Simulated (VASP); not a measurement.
# BeCdS4 (C2) in VASP: single point with PBE

Aim: the single point of BeCdS4 with PBE.

Program: VASP 6.6.1. These are calculated values, not measurements. Logs are shortened: lines on timing, memory, paths and dates and some standing lists are left out, and cuts for length are marked.

### 1 The cell of the first run

The structure is monoclinic, space group C2 (No. 5). The conventional cell has a = 7.395 Å, b = 7.260 Å, c = 5.160 Å, α = 90.00°, β = 115.54°, γ = 90.00°. Be (site symmetry 2) has 4 S at 2.11 to 2.16 Å within 2.8 Å. Within 3.5 Å of Cd (site symmetry 2) lie 6 S at 2.63 to 2.95 Å. Within 2.8 Å of S (site symmetry 1) lie 1 S at 2.15 Å and 1 Be at 2.16 Å and 1 Cd at 2.63 Å. S (site symmetry 1) has 1 Be at 2.11 Å and 1 S at 2.15 Å and 1 Cd at 2.65 Å within 2.8 Å.

### 2 Single point, PBE

The input, INCAR:

```
SYSTEM = BeCdS4
PREC = Accurate ; ENCUT = 520
EDIFF = 1E-7 ; ISMEAR = 0
SIGMA = 0.2 ; LREAL = .FALSE.
LASPH = .TRUE. ; NELM = 100
ALGO = Normal ; ISIF = 2
LWAVE = .FALSE. ; LCHARG = .TRUE.
GGA = PE ; LELF = .TRUE.
LVHAR = .TRUE. ; NBANDS = 28
```

The input, KPOINTS:

```
Automatic mesh
0
G
  3 3 3
  0 0 0
```

The input, POSCAR:

```
BeCdS4
1.0
    3.6903659231     -3.6302141382      0.2318566442
    3.6903659231      3.6302141382      0.2318566442
   -2.5123984674      0.0000000000      4.5067439825
Be Cd S
1 1 4
Direct
    0.6277176009      0.3722823991      0.0000000000
   -0.0185065500      1.0185065500      0.5000000000
    1.0292368762      0.4270790911      0.3123020926
    0.2723832323      0.2313140283      1.0495996484
    0.7686859717      0.7276167677     -0.0495996484
    0.5729209089     -0.0292368762      0.6876979074
```

Potentials or basis: VASP PAW PBE potentials, release 64 (Be, Cd, S).

Launch:

```bash
$ cat potpaw_PBE.64/Be/POTCAR potpaw_PBE.64/Cd/POTCAR potpaw_PBE.64/S/POTCAR > POTCAR
$ mpirun -np 1 vasp_std > vasp.out
```

OUTCAR:

```text
SYSTEM = BeCdS4
   PREC = Accurate
   ENCUT = 520
   EDIFF = 1E-7
   ISMEAR = 0
   LREAL = .FALSE.
   LASPH = .TRUE.
   NELM = 100
   ISIF = 2
   GGA = PE

 ion  position               nearest neighbor table
   1  0.628  0.372  0.000-   4 2.11   5 2.11   3 2.16   6 2.16
   2  0.981  0.019  0.500-   3 2.63   6 2.63   4 2.65   5 2.65   6 2.95   3 2.95
   3  0.029  0.427  0.312-   4 2.15   1 2.16   2 2.63   2 2.95
   4  0.272  0.231  0.050-   1 2.11   3 2.15   2 2.65
   5  0.769  0.728  0.950-   1 2.11   6 2.15   2 2.65
   6  0.573  0.971  0.688-   5 2.15   1 2.16   2 2.63   2 2.95

  LATTYP: Found a base centered monoclinic cell.
 ALAT       =     7.3952844840
 B/A-ratio  =     0.9817645680
 C/A-ratio  =     0.6977063768
 COS(beta)  =    -0.4311971619

  Lattice vectors:

 A1 = (   3.6903659231,  -3.6302141382,   0.2318566442)
 A2 = (   3.6903659231,   3.6302141382,   0.2318566442)
 A3 = (  -2.5123984674,   0.0000000000,   4.5067439825)

Analysis of symmetry for initial positions (statically):
=====================================================================
 Subroutine PRICEL returns:
 Original cell was already a primitive cell.

 Routine SETGRP: Setting up the symmetry group for a
 base centered monoclinic supercell.

 Subroutine GETGRP returns: Found  2 space group operations
 (whereof  2 operations were pure point group operations)
 out of a pool of  4 trial point group operations.

The static configuration has the point symmetry C_2 .

Analysis of symmetry for dynamics (positions and initial velocities):
=====================================================================
 Subroutine PRICEL returns:
 Original cell was already a primitive cell.

 Routine SETGRP: Setting up the symmetry group for a
 base centered monoclinic supercell.

 Subroutine GETGRP returns: Found  2 space group operations
 (whereof  2 operations were pure point group operations)
 out of a pool of  4 trial point group operations.

The dynamic configuration has the point symmetry C_2 .

 Subroutine INISYM returns: Found  2 space group operations
 (whereof  2 operations are pure point group operations),
 and found     1 'primitive' translations

----------------------------------------------------------------------------------------

                                     Primitive cell

  volume of cell :     124.9814

  direct lattice vectors                    reciprocal lattice vectors
     3.690365923 -3.630214138  0.231856644     0.130903065 -0.137732922  0.072975226
     3.690365923  3.630214138  0.231856644     0.130903065  0.137732922  0.072975226
    -2.512398467  0.000000000  4.506743982    -0.013469035  0.000000000  0.214381030

  length of vectors
     5.181796295  5.181796295  5.159737143     0.203546932  0.203546932  0.214803727

  position of ions in fractional coordinates (direct lattice)
     0.627717601  0.372282399  0.000000000
     0.981493450  0.018506550  0.500000000
     0.029236876  0.427079091  0.312302093
     0.272383232  0.231314028  0.049599648
     0.768685972  0.727616768  0.950400352
     0.572920909  0.970763124  0.687697907

  ion indices of the primitive-cell ions
   primitive index   ion index
                 1           1
                 2           2
                 3           3
                 4           4
                 5           5
                 6           6

----------------------------------------------------------------------------------------

 KPOINTS: Automatic mesh

Automatic generation of k-mesh.
 Grid dimensions read from file:
 generate k-points for:    3    3    3

 Generating k-lattice:

  Cartesian coordinates                     Fractional coordinates (reciprocal lattice)
     0.043634355 -0.045910974  0.024325075     0.333333333 -0.000000000 -0.000000000
     0.043634355  0.045910974  0.024325075    -0.000000000  0.333333333 -0.000000000
    -0.004489678  0.000000000  0.071460343     0.000000000  0.000000000  0.333333333

  Length of vectors
     0.067848977  0.067848977  0.071601242

  Shift w.r.t. Gamma in fractional coordinates (k-lattice)
     0.000000000  0.000000000  0.000000000

 Subroutine IBZKPT returns following result:
 ===========================================

 Found     10 irreducible k-points:

 Following reciprocal coordinates:
            Coordinates               Weight
  0.000000  0.000000  0.000000      1.000000
  0.333333 -0.000000  0.000000      4.000000
  0.333333  0.333333  0.000000      2.000000
 -0.333333  0.333333  0.000000      2.000000
  0.000000  0.000000  0.333333      2.000000
  0.333333 -0.000000  0.333333      4.000000
 -0.333333  0.000000  0.333333      4.000000
  0.333333  0.333333  0.333333      2.000000
 -0.333333  0.333333  0.333333      4.000000
 -0.333333 -0.333333  0.333333      2.000000
   k-points           NKPTS =     10   k-points in BZ     NKDIM =     10   number of bands    NBANDS=     28
   number of dos      NEDOS =    301   number of ions     NIONS =      6
   total plane-waves  NPLWV =  64000
   dimension x,y,z NGX =    40 NGY =   40 NGZ =   40
   dimension x,y,z NGXF=    80 NGYF=   80 NGZF=   80
   ions per type =               1   1   4
   NGX,Y,Z   is equivalent  to a cutoff of  12.83, 12.83, 12.89 a.u.
   NGXF,Y,Z  is equivalent  to a cutoff of  25.67, 25.67, 25.78 a.u.
 SYSTEM =  BeCdS4
   PREC   = accura    normal or accurate (medium, high low for compatibility)
   ISTART =      0    job   : 0-new  1-cont  2-samecut
   ICHARG =      2    charge: 1-file 2-atom 10-const
   ISPIN  =      1    spin polarized calculation?
   LNONCOLLINEAR =      F non collinear calculations
   LSORBIT =      F    spin-orbit coupling
   LASPH  =      T    aspherical Exc in radial PAW
   ENCUT  =  520.0 eV  38.22 Ry    6.18 a.u.   9.63  9.63  9.59*2*pi/ulx,y,z
   NELM   =    100;   NELMIN=  2; NELMDL= -5     # of ELM steps
   EDIFF  = 0.1E-06   stopping-criterion for ELM
   LREAL  =      F    real-space projection
   EDIFFG = 0.1E-05   stopping-criterion for IOM
   NSW    =      0    number of steps for IOM
   IBRION =     -1    ionic relax: 0-MD 1-quasi-New 2-CG
   NFREE  =      0    steps in history (QN), initial steepest desc. (CG)
   ISIF   =      2    stress and relaxation
   ISYM   =      2    0-nonsym 1-usesym 2-fastsym
   POTIM  = 0.5000    time-step for ionic-motion
   TEBEG  =    0.0;   TEEND  =   0.0 temperature during run
   PSTRESS=    0.0 pullay stress
   NELECT =      38.0000    total number of electrons
   NUPDOWN=      -1.0000    fix difference up-down
   EMIN   =  10.00;   EMAX   =-10.00  energy-range for DOS
   EFERMI =   0.00;   METHOD = LEGACY
   ISMEAR =     0;   SIGMA  =   0.20  broadening in eV -4-tet -1-fermi 0-gaus
   EFERMI_NEDOS =   21; number of points for ismear=-14 and -15
   IALGO  =     38    algorithm
   IMIX   =      4    mixing-type and parameters
     AMIX     =   0.40;   BMIX     =  1.00
     AMIX_MAG =   1.60;   BMIX_MAG =  1.00
  volume/ion in A,a.u.               =      20.83       140.57
  Fermi-wavevector in a.u.,A,eV,Ry     =   1.100832  2.080270 16.487954  1.211830
  Thomas-Fermi vector in A             =   2.237249
   LORBIT       =      0    0 simple, 1 ext, 2 COOP (PROOUT), +10 PAW based schemes
   GGA     = PE    functional components
   LHFCALC =     F    Hartree Fock is set to
   AEXX    =    0.0000 exact exchange contribution
   IVDW    =     0    specifies the selected vdW correction
   LEPSILON=     F    determine dielectric tensor
   LRPA    =     F    only Hartree local field effects (RPA)
 non-spin polarized calculation
 Gauss-broadening in eV      SIGMA  =   0.20
  energy-cutoff  :      520.00
  volume of cell :      124.98
 maximum number of plane-waves:      3385
 NGX is ok and might be reduce to    40
   NGX = 19   NGY = 19   NGZ = 19

 number of electron      38.0000000 magnetization

 Free energy of the ion-electron system (eV)
  ---------------------------------------------------
  ext. energy  EPLUGINS =         0.00000000
  ---------------------------------------------------
  free energy    TOTEN  =       -22.75805064 eV

  energy without entropy =      -22.75805061  energy(sigma->0) =      -22.75805063

 E-fermi :   3.6072     XC(G=0):  -9.1577

 val. band max:        2.8563933647   @ k =  -0.3333   0.3333   0.3333
 cond. band min:       4.3319816329   @ k =  -0.3333   0.3333   0.0000
 fundamental gap:      1.4755882682
 Fermi energy:         3.6071880102

 k-point     1 :       0.0000    0.0000    0.0000
  band No.  band energies     occupation
      1     -12.0730      2.00000
      2     -10.7547      2.00000
      3      -8.6362      2.00000
      4      -7.5660      2.00000
      5      -5.1905      2.00000
      6      -5.1266      2.00000
[... 20 lines left out ...]
     27       9.4826      0.00000
     28      10.3968      0.00000

 k-point     2 :       0.3333   -0.0000    0.0000
  band No.  band energies     occupation
      1     -11.7981      2.00000
      2     -11.1015      2.00000
      3      -8.4017      2.00000
      4      -7.8349      2.00000
      5      -5.1502      2.00000
      6      -5.0997      2.00000
[... 20 lines left out ...]
     27       9.7777      0.00000
     28      10.3513      0.00000

 k-point     3 :       0.3333    0.3333    0.0000
  band No.  band energies     occupation
      1     -11.6677      2.00000
      2     -11.0645      2.00000
      3      -8.9696      2.00000
      4      -7.4878      2.00000
      5      -5.1601      2.00000
      6      -5.1124      2.00000
[... 20 lines left out ...]
     27       9.0901      0.00000
     28      10.0457      0.00000

 k-point     4 :      -0.3333    0.3333    0.0000
  band No.  band energies     occupation
      1     -11.4932      2.00000
      2     -11.3379      2.00000
      3      -8.6280      2.00000
      4      -7.7278      2.00000
      5      -5.1703      2.00000
      6      -5.0831      2.00000
[... 144 lines left out ...]
     27       9.8079      0.00000
     28      10.1977      0.00000

 k-point     9 :      -0.3333    0.3333    0.3333
  band No.  band energies     occupation
      1     -11.3969      2.00000
      2     -11.3520      2.00000
      3      -8.5917      2.00000
      4      -7.9552      2.00000
      5      -5.1583      2.00000
      6      -5.0975      2.00000
[... 20 lines left out ...]
     27      10.0258      0.00000
     28      10.3690      0.00000

 k-point    10 :      -0.3333   -0.3333    0.3333
  band No.  band energies     occupation
      1     -11.6815      2.00000
      2     -10.9972      2.00000
      3      -8.8636      2.00000
      4      -7.6833      2.00000
      5      -5.1429      2.00000
      6      -5.1070      2.00000
[... 20 lines left out ...]
     27      10.1266      0.00000
     28      10.4972      0.00000

------------------------ aborting loop because EDIFF is reached ----------------------------------------

  FORCE on cell =-STRESS in cart. coord.  units (eV):
  Direction    XX          YY          ZZ          XY          YZ          ZX
  --------------------------------------------------------------------------------------
  -------------------------------------------------------------------------------------
  Total        0.0738142     -0.0145176     -0.0267803      0.0000000      0.0000000      0.0309672
  in kB        0.9462487     -0.1861065     -0.3433050      0.0000000      0.0000000      0.3969784
  external PRESSURE =       0.1389457 kB  Pullay stress =       0.0000000 kB

 VOLUME and BASIS-vectors are now :
 -----------------------------------------------------------------------------
  energy-cutoff  :      520.00
  volume of cell :      124.98
      direct lattice vectors                 reciprocal lattice vectors
     3.690365923 -3.630214138  0.231856644     0.130903065 -0.137732922  0.072975226
     3.690365923  3.630214138  0.231856644     0.130903065  0.137732922  0.072975226
    -2.512398467  0.000000000  4.506743982    -0.013469035  0.000000000  0.214381030

 POSITION                                       TOTAL-FORCE (eV/Angst)
 -----------------------------------------------------------------------------------
      3.69037     -0.92728      0.23186        -0.000000     -0.006882      0.000000
      2.43417     -3.49585      2.48523         0.000000      0.016939     -0.000000
      0.89935      1.44425      1.51327         0.037990     -0.051927     -0.049083
      1.73421     -0.14909      0.34032        -0.004587      0.046898      0.072490
      3.13412     -0.14909      4.63014         0.004587      0.046898     -0.072490
      3.96899      1.44425      3.45719        -0.037990     -0.051927      0.049083
 -----------------------------------------------------------------------------------
    total drift:                               -0.000000     -0.000796      0.000000

  FREE ENERGIE OF THE ION-ELECTRON SYSTEM (eV)
  ---------------------------------------------------
  free  energy   TOTEN  =       -22.7580506424 eV

  energy  without entropy=      -22.7580506087  energy(sigma->0) =      -22.75805063
```

Wall time 21 s (1 thread of Intel Xeon 6975P-C (Granite Rapids), shared host); peak memory 0.25 GiB.

Results:

```
Free energy            : -22.7581 eV
Pressure               : 0.0 GPa
Largest force          : 0.086 eV/Å
Band gap on the k mesh : 1.48 eV, indirect (least direct gap 1.74 eV)
```

Forces in eV/Å, atoms in the order of the input:
```
Be   0.000 -0.007  0.000
Cd   0.000  0.017  0.000
S    0.038 -0.052 -0.049
S   -0.005  0.047  0.072
S    0.005  0.047 -0.072
S   -0.038 -0.052  0.049
```

Stress tensor (GPa, compression positive):
```
 0.09  0.00  0.04
 0.00 -0.02  0.00
 0.04  0.00 -0.03
```

Caveat: the k points lie up to 0.45 Å⁻¹ apart. A hybrid or GW would open this gap; PBE tends to underestimate it.
